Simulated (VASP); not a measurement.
Here is a VASP 6.6.1 calculation.

The input INCAR:

```
SYSTEM = Na3Li5S4
PREC = Accurate ; ENCUT = 750
EDIFF = 1E-6 ; ISMEAR = -1
SIGMA = 0.05 ; LREAL = Auto
LASPH = .True. ; NELM = 120
ALGO = Normal ; ISIF = 2
LWAVE = .False. ; LCHARG = .True.
GGA = PS ; LELF = .True.
LVHAR = .True. ; NBANDS = 294
ISYM = 0 ; GGA_COMPAT = .False.
NCORE = 4
```

The input KPOINTS:

```
Automatic mesh
0
Gamma
  1 1 1
  0.25 0.25 0.25
```

File POSCAR:

```
Na3Li5S4
1.0
   11.9995594324      0.0000000000      0.0000000000
    0.0000000000     11.9995594324      0.0000000000
    0.0000000000      0.0000000000     11.9995594324
Li Na S
40 24 32
Direct
    0.3824910000      0.1329760000      0.1165200000
    0.3787270000      0.6149330000      0.1151270000
    0.8672360000      0.1299740000      0.1137990000
    0.8822430000      0.1266400000      0.6361320000
    0.8706550000      0.6206800000      0.1197100000
    0.8736390000      0.6196650000      0.6310160000
    0.1213520000      0.3798550000      0.1136000000
    0.1166830000      0.3769840000      0.6337120000
    0.1163170000      0.8735230000      0.6316240000
    0.6277080000      0.3777260000      0.1201230000
    0.6321720000      0.8729510000      0.1157150000
    0.1192410000      0.1314990000      0.8707140000
    0.1198180000      0.6159110000      0.8763050000
    0.6309960000      0.1297740000      0.8833320000
    0.6324740000      0.6187690000      0.3699700000
    0.6314150000      0.6218710000      0.8803740000
    0.1194620000      0.1291450000      0.6350770000
    0.1202550000      0.6156380000      0.1144850000
    0.1139810000      0.6220910000      0.6331690000
    0.6290470000      0.1305050000      0.1147420000
    0.6295330000      0.6205040000      0.1198030000
    0.6362670000      0.6209230000      0.6316820000
    0.3754710000      0.3770850000      0.8822840000
    0.8710450000      0.3793590000      0.3730750000
    0.8752230000      0.3776920000      0.8772030000
    0.8704960000      0.8737340000      0.8772210000
    0.3777180000      0.3769360000      0.1138030000
    0.8709880000      0.3792320000      0.1192570000
    0.8784680000      0.3774730000      0.6313130000
    0.8681060000      0.8728960000      0.1149880000
    0.8801420000      0.8708740000      0.6369810000
    0.3767310000      0.1340150000      0.8827180000
    0.3768500000      0.6164630000      0.8811890000
    0.8735980000      0.1294500000      0.8769940000
    0.8686410000      0.6160400000      0.3759470000
    0.8754320000      0.6248070000      0.8767770000
    0.1223320000      0.3757170000      0.8760050000
    0.6346910000      0.3838230000      0.3707000000
    0.6287200000      0.3782420000      0.8849380000
    0.6337710000      0.8748310000      0.8812690000
    0.3751730000      0.1305460000      0.6349760000
    0.3766670000      0.6224130000      0.6325120000
    0.1186480000      0.8693530000      0.1183530000
    0.6321070000      0.3785230000      0.6352540000
    0.6346890000      0.8686710000      0.6322020000
    0.1181020000      0.1290680000      0.3764830000
    0.1161950000      0.6203460000      0.3716290000
    0.6307360000      0.1324490000      0.3658750000
    0.1193870000      0.1318010000      0.1150640000
    0.6344820000      0.1294140000      0.6339890000
    0.3772560000      0.3779660000      0.3682060000
    0.3761450000      0.8707570000      0.3735580000
    0.3764420000      0.8747330000      0.8782090000
    0.8722860000      0.8691410000      0.3753360000
    0.3765400000      0.3793150000      0.6347180000
    0.3816870000      0.8701050000      0.1183980000
    0.3731470000      0.8754810000      0.6344270000
    0.3762110000      0.1326160000      0.3727180000
    0.3743550000      0.6239670000      0.3683020000
    0.8756090000      0.1249710000      0.3708770000
    0.1169140000      0.3797740000      0.3710230000
    0.1179680000      0.8748250000      0.3746060000
    0.1166910000      0.8695950000      0.8757740000
    0.6307870000      0.8679960000      0.3688860000
    0.9813550000      0.0046340000      0.9938970000
    0.9956550000      0.9993280000      0.5231370000
    0.9956480000      0.4985320000      0.9970940000
    0.9882200000      0.4989450000      0.5126190000
    0.5122450000      0.0105600000      0.9975910000
    0.5054940000      0.0012360000      0.5017820000
    0.5043930000      0.4990050000      0.9984330000
    0.5170260000      0.5045510000      0.4948380000
    0.2541530000      0.2577160000      0.9924450000
    0.2376130000      0.2565710000      0.5124760000
    0.2488640000      0.7262380000      0.9970870000
    0.2358500000      0.7472130000      0.5129800000
    0.7516500000      0.2560670000      0.9976300000
    0.7630860000      0.2621320000      0.5011540000
    0.7513990000      0.7473500000      0.9981990000
    0.7559300000      0.7297640000      0.5051000000
    0.2529390000      0.0054780000      0.2404180000
    0.2373640000      0.0113510000      0.7577260000
    0.2482050000      0.4980370000      0.2250870000
    0.2372500000      0.4989780000      0.7621960000
    0.7513480000      0.9995480000      0.2256040000
    0.7623130000      0.0003850000      0.7634320000
    0.7508880000      0.4988500000      0.2457840000
    0.7579780000      0.5045750000      0.7635510000
    0.9859400000      0.2634710000      0.2349230000
    0.9970990000      0.2533750000      0.7551950000
    0.9849560000      0.7367020000      0.2361100000
    0.9908950000      0.7412160000      0.7486090000
    0.5063560000      0.2581120000      0.2286600000
    0.5041270000      0.2538850000      0.7764970000
    0.5135570000      0.7356990000      0.2349070000
    0.5134610000      0.7375210000      0.7658830000
```

Potentials or basis: VASP PAW PBE potentials, release 64 (Li_sv, Na_pv, S).

Launch:

```console
$ cat potpaw_PBE.64/Li_sv/POTCAR potpaw_PBE.64/Na_pv/POTCAR potpaw_PBE.64/S/POTCAR > POTCAR
$ mpirun -np 4 vasp_std > vasp.out
```

(1) Estimate the band gap on the k mesh.

(2) What does it give for the pressure?

Answers

(1) 3.57 eV.

(2) 0.0 GPa.

Caveat: the PAW data sets were made with another functional, which shifts forces and pressure a little; a shifted mesh leaves out Γ, where band edges can lie.
